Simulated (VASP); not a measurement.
# TiTe (P6_3/mmc) in VASP: further runs

The runs below take TiTe through single point, with PBEsol.

All numbers are computed with VASP 6.6.1; they aren't measurements. Logs are shortened: lines on timing, memory, paths and dates and some standing lists are left out, and cuts for length are marked.

**1. The cell of the first run**

It takes space group P6_3/mmc (No. 194, hexagonal). The conventional cell has a = 3.842 Å, b = 3.842 Å, c = 6.147 Å, α = 90.00°, β = 90.00°, γ = 120.00°. Within 3.6 Å of Te (site symmetry -6m2) lie 6 Ti at 2.70 Å. Ti (site symmetry -3m) has 6 Te at 2.70 Å and 2 Ti at 3.07 Å within 3.6 Å.

**2. Single point, PBEsol**

INCAR

```
SYSTEM = TiTe
PREC = Accurate
ENCUT = 500
EDIFF = 1E-6
ISMEAR = -1
SIGMA = 0.05
LREAL = .False.
LASPH = .True.
NELM = 120
ALGO = Normal
ISIF = 2
LWAVE = .False.
LCHARG = .False.
GGA = PS
NBANDS = 26
GGA_COMPAT = .False.
```

KPOINTS

```
Automatic mesh
0
Gamma
  8 8 4
  0 0 0
```

POSCAR

```
TiTe
1.0
    3.8420000000      0.0000000000      0.0000000000
   -1.9210000000      3.3272696013      0.0000000000
    0.0000000000      0.0000000000      6.1468800000
Te Ti
2 2
Direct
    0.6666666667      0.3333333333      0.7500000000
    0.3333333333      0.6666666667      0.2500000000
    0.0000000000      0.0000000000      0.5000000000
    0.0000000000      0.0000000000      0.0000000000
```

Potentials or basis: VASP PAW PBE potentials, release 64 (Te, Ti_sv).

The run is started by

```bash
> cat potpaw_PBE.64/Te/POTCAR potpaw_PBE.64/Ti_sv/POTCAR > POTCAR
> mpirun -np 1 vasp_std > vasp.out
```

OUTCAR:

```text
SYSTEM = TiTe
   PREC = Accurate
   ENCUT = 500
   EDIFF = 1E-6
   ISMEAR = -1
   LREAL = .False.
   LASPH = .True.
   NELM = 120
   ISIF = 2
   GGA = PS

 ion  position               nearest neighbor table
   1  0.667  0.333  0.750-   3 2.70   4 2.70   3 2.70   4 2.70   3 2.70   4 2.70
   2  0.333  0.667  0.250-   3 2.70   4 2.70   3 2.70   4 2.70   3 2.70   4 2.70
   3  0.000  0.000  0.500-   1 2.70   2 2.70   2 2.70   1 2.70   1 2.70   2 2.70
   4  0.000  0.000  0.000-   1 2.70   2 2.70   2 2.70   1 2.70   1 2.70   2 2.70

  LATTYP: Found a hexagonal cell.
 ALAT       =     3.8420000000
 C/A-ratio  =     1.5999167100

  Lattice vectors:

 A1 = (   3.8420000000,   0.0000000000,   0.0000000000)
 A2 = (  -1.9210000000,   3.3272696013,   0.0000000000)
 A3 = (   0.0000000000,   0.0000000000,   6.1468800000)

Analysis of symmetry for initial positions (statically):
=====================================================================
 Subroutine PRICEL returns:
 Original cell was already a primitive cell.

 Routine SETGRP: Setting up the symmetry group for a
 hexagonal supercell.

 Subroutine GETGRP returns: Found 24 space group operations
 (whereof 12 operations were pure point group operations)
 out of a pool of 24 trial point group operations.

The static configuration has the point symmetry D_3d.
 The point group associated with its full space group is D_6h.

Analysis of symmetry for dynamics (positions and initial velocities):
=====================================================================
 Subroutine PRICEL returns:
 Original cell was already a primitive cell.

 Routine SETGRP: Setting up the symmetry group for a
 hexagonal supercell.

 Subroutine GETGRP returns: Found 24 space group operations
 (whereof 12 operations were pure point group operations)
 out of a pool of 24 trial point group operations.

The dynamic configuration has the point symmetry D_3d.
 The point group associated with its full space group is D_6h.

 Subroutine INISYM returns: Found 24 space group operations
 (whereof 12 operations are pure point group operations),
 and found     1 'primitive' translations

----------------------------------------------------------------------------------------

                                     Primitive cell

  volume of cell :      78.5778

  direct lattice vectors                    reciprocal lattice vectors
     3.842000000  0.000000000  0.000000000     0.260281104  0.150273365  0.000000000
    -1.921000000  3.327269601  0.000000000     0.000000000  0.300546730  0.000000000
[... 90 lines left out ...]
   LREAL  =      F    real-space projection
   EDIFFG = 0.1E-04   stopping-criterion for IOM
   NSW    =      0    number of steps for IOM
   IBRION =     -1    ionic relax: 0-MD 1-quasi-New 2-CG
   NFREE  =      0    steps in history (QN), initial steepest desc. (CG)
   ISIF   =      2    stress and relaxation
   ISYM   =      2    0-nonsym 1-usesym 2-fastsym
   POTIM  = 0.5000    time-step for ionic-motion
   TEBEG  =    0.0;   TEEND  =   0.0 temperature during run
   PSTRESS=    0.0 pullay stress
   NELECT =      36.0000    total number of electrons
   NUPDOWN=      -1.0000    fix difference up-down
   EMIN   =  10.00;   EMAX   =-10.00  energy-range for DOS
   EFERMI =   0.00;   METHOD = LEGACY
   ISMEAR =    -1;   SIGMA  =   0.05  broadening in eV -4-tet -1-fermi 0-gaus
   EFERMI_NEDOS =   21; number of points for ismear=-14 and -15
   IALGO  =     38    algorithm
   IMIX   =      4    mixing-type and parameters
     AMIX     =   0.40;   BMIX     =  1.00
     AMIX_MAG =   1.60;   BMIX_MAG =  1.00
  volume/ion in A,a.u.               =      19.64       132.57
  Fermi-wavevector in a.u.,A,eV,Ry     =   1.262047  2.384924 21.670862  1.592763
  Thomas-Fermi vector in A             =   2.395475
   LORBIT       =      0    0 simple, 1 ext, 2 COOP (PROOUT), +10 PAW based schemes
   GGA     = PS    functional components
   LHFCALC =     F    Hartree Fock is set to
   AEXX    =    0.0000 exact exchange contribution
   IVDW    =     0    specifies the selected vdW correction
   LEPSILON=     F    determine dielectric tensor
   LRPA    =     F    only Hartree local field effects (RPA)
 non-spin polarized calculation
  energy-cutoff  :      500.00
  volume of cell :       78.58
 maximum number of plane-waves:      2007
 NGX is ok and might be reduce to    28
   NGX = 13   NGY = 13   NGZ = 23

 number of electron      36.0000004 magnetization

 Free energy of the ion-electron system (eV)
  ---------------------------------------------------
  ext. energy  EPLUGINS =         0.00000000
  ---------------------------------------------------
  free energy    TOTEN  =       -26.00003697 eV

  energy without entropy =      -25.97066181  energy(sigma->0) =      -25.98534939

 E-fermi :  10.6769     XC(G=0): -11.3490

 val. band max:       10.6381416608   @ k =   0.3750   0.2500   0.2500
 cond. band min:      10.6844573815   @ k =   0.2500   0.0000   0.0000
 fundamental gap:      0.0463157207
 Fermi energy:        10.6768992400

 k-point     1 :       0.0000    0.0000    0.0000
  band No.  band energies     occupation
      1     -46.3335      2.00000
      2     -46.3095      2.00000
      3     -22.8084      2.00000
      4     -22.8068      2.00000
      5     -22.8068      2.00000
      6     -22.7787      2.00000
[... 685 lines left out ...]
     25      13.3272      0.00000
     26      13.3272      0.00000

 [... further k-points ...]

------------------------ aborting loop because EDIFF is reached ----------------------------------------

  FORCE on cell =-STRESS in cart. coord.  units (eV):
  Direction    XX          YY          ZZ          XY          YZ          ZX
  --------------------------------------------------------------------------------------
  -------------------------------------------------------------------------------------
  Total        3.4436006      3.4436006      6.6789956     -0.0000000      0.0000000     -0.0000000
  in kB       70.2139278     70.2139278    136.1826093     -0.0000000      0.0000000     -0.0000000
  external PRESSURE =      92.2034883 kB  Pullay stress =       0.0000000 kB

 VOLUME and BASIS-vectors are now :
 -----------------------------------------------------------------------------
  energy-cutoff  :      500.00
  volume of cell :       78.58
      direct lattice vectors                 reciprocal lattice vectors
     3.842000000  0.000000000  0.000000000     0.260281104  0.150273365  0.000000000
    -1.921000000  3.327269601  0.000000000     0.000000000  0.300546730  0.000000000
     0.000000000  0.000000000  6.146880000     0.000000000  0.000000000  0.162684158

 POSITION                                       TOTAL-FORCE (eV/Angst)
 -----------------------------------------------------------------------------------
      1.92100      1.10909      4.61016         0.000000      0.000000      0.000000
     -0.00000      2.21818      1.53672        -0.000000      0.000000      0.000000
      0.00000      0.00000      3.07344        -0.000000      0.000000      0.000000
      0.00000      0.00000      0.00000        -0.000000      0.000000      0.000000
 -----------------------------------------------------------------------------------
    total drift:                                0.000000     -0.000000      0.000000

  FREE ENERGIE OF THE ION-ELECTRON SYSTEM (eV)
  ---------------------------------------------------
  free  energy   TOTEN  =       -26.0000369720 eV

  energy  without entropy=      -25.9706618055  energy(sigma->0) =      -25.98534939
```

OSZICAR:

```text
N       E                     dE             d eps       ncg     rms          rms(c)
DAV:   1     0.373564384986E+03    0.37356E+03   -0.16512E+04  1560   0.142E+03
DAV:   2     0.117395186298E+02   -0.36182E+03   -0.35370E+03  1576   0.417E+02
DAV:   3    -0.251742156965E+02   -0.36914E+02   -0.36218E+02  2536   0.120E+02
DAV:   4    -0.279836489413E+02   -0.28094E+01   -0.27896E+01  2208   0.280E+01
DAV:   5    -0.281269815377E+02   -0.14333E+00   -0.14326E+00  2294   0.539E+00    0.152E+01
DAV:   6    -0.261754040380E+02    0.19516E+01   -0.14547E+01  2060   0.307E+01    0.554E+00
DAV:   7    -0.260279173106E+02    0.14749E+00   -0.15939E+00  1954   0.109E+01    0.406E+00
DAV:   8    -0.259991691351E+02    0.28748E-01   -0.16091E-01  2074   0.292E+00    0.459E-01
DAV:   9    -0.259996364310E+02   -0.46730E-03   -0.13020E-02  2334   0.783E-01    0.375E-01
DAV:  10    -0.260000711111E+02   -0.43468E-03   -0.18951E-03  2212   0.375E-01    0.849E-02
DAV:  11    -0.260000346029E+02    0.36508E-04   -0.40570E-04  2274   0.159E-01    0.484E-02
DAV:  12    -0.260000376046E+02   -0.30017E-05   -0.29148E-05  1918   0.453E-02    0.133E-02
DAV:  13    -0.260000369720E+02    0.63262E-06   -0.29962E-06  1716   0.126E-02
   1 F= -.26000037E+02 E0= -.25985349E+02  d E =-.293752E-01
```

stdout:

```text
POSCAR found type information on POSCAR TeTi
 POSCAR found :  2 types and       4 ions
 scaLAPACK will be used
 -----------------------------------------------------------------------------
|                                                                             |
|                                                                             |
|     You enforced a specific xc type in the INCAR file but a different       |
|     I HOPE YOU KNOW WHAT YOU ARE DOING!                                     |
|                                                                             |
 -----------------------------------------------------------------------------

 LDA part: xc-table for (Slater+PW92), standard interpolation
 POSCAR, INCAR and KPOINTS ok, starting setup
 FFT: planning ... GRIDC
 FFT: planning ... GRID_SOFT
 FFT: planning ... GRID
 WAVECAR not read
 entering main loop
```

Run time: 82 s. Hardware: 1 thread of Intel Xeon 8259CL, shared host; peak memory 0.21 GiB.

What came out:

```yaml
Free_energy: -26.0000 eV
Pressure: 9.2 GPa
Band_gap_on_the_k_mesh: zero (bands 18 and 19 overlap by 1.16 eV)
```

Caveat: the stress differs along the axes, from 7 to 14 GPa; the PAW data sets were made with another functional, which shifts forces and pressure a little; spin-orbit coupling is left out, which moves the levels of the heavy elements.

**3. Single point, PBEsol**

This run uses another cell than the first one, of 20.05 Å³/atom.

INCAR

```
ALGO = Normal
EDIFF = 1E-6
ENCUT = 500
GGA = PS
GGA_COMPAT = False
ISIF = 2
ISMEAR = -1
LASPH = True
LCHARG = True
LELF = True
LREAL = False
LVHAR = True
LWAVE = False
NBANDS = 26
NELM = 120
PREC = Accurate
SIGMA = 0.05
```

KPOINTS

```
k-points
0
Gamma
  8 8 4
```

POSCAR: that of step 2 with these lines changed.

```diff
@@ -4,3 +4,3 @@
    -1.9210000000      3.3272696013      0.0000000000
-    0.0000000000      0.0000000000      6.1468800000
+    0.0000000000      0.0000000000      6.2749400000
 Te Ti
```

Potentials or basis: VASP PAW PBE potentials, release 64 (Te, Ti_sv).

The run is started by

```bash
> cat potpaw_PBE.64/Te/POTCAR potpaw_PBE.64/Ti_sv/POTCAR > POTCAR
> mpirun -np 1 vasp_std > vasp.out
```

Wall time 85 s (1 thread of Intel Xeon 8259CL, shared host); peak memory 0.21 GiB.

Results (log left out):

| Item | Value |
| --- | --- |
| Free energy | -26.1222 eV |
| Pressure | 6.2 GPa |
| Band gap on the k mesh | zero (bands 18 and 19 overlap by 1.00 eV) |

Stress tensor (GPa, compression positive):
```
 4.20  0.00  0.00
 0.00  4.20  0.00
 0.00  0.00 10.24
```

Levels at points of the mesh, in eV from the Fermi level:
```tsv
k point	band 16	band 17	band 18	band 19	band 20	band 21
(0.00, 0.00, 0.00)	-0.91	-0.90	-0.67	-0.67	-0.47	-0.47
(0.50, 0.00, 0.00)	-3.15	-2.02	0.01	0.57	0.64	0.73
(0.00, 0.00, 0.50)	-3.04	-0.10	-0.10	-0.10	-0.10	0.30
(0.50, 0.00, 0.50)	-3.58	-0.94	-0.94	0.80	0.80	1.02
```

Caveat: the stress differs along the axes, from 4 to 10 GPa; the PAW data sets were made with another functional, which shifts forces and pressure a little; spin-orbit coupling is left out, which moves the levels of the heavy elements.

The gap in the log of VASP goes by the Fermi energy; the results here count the filled bands.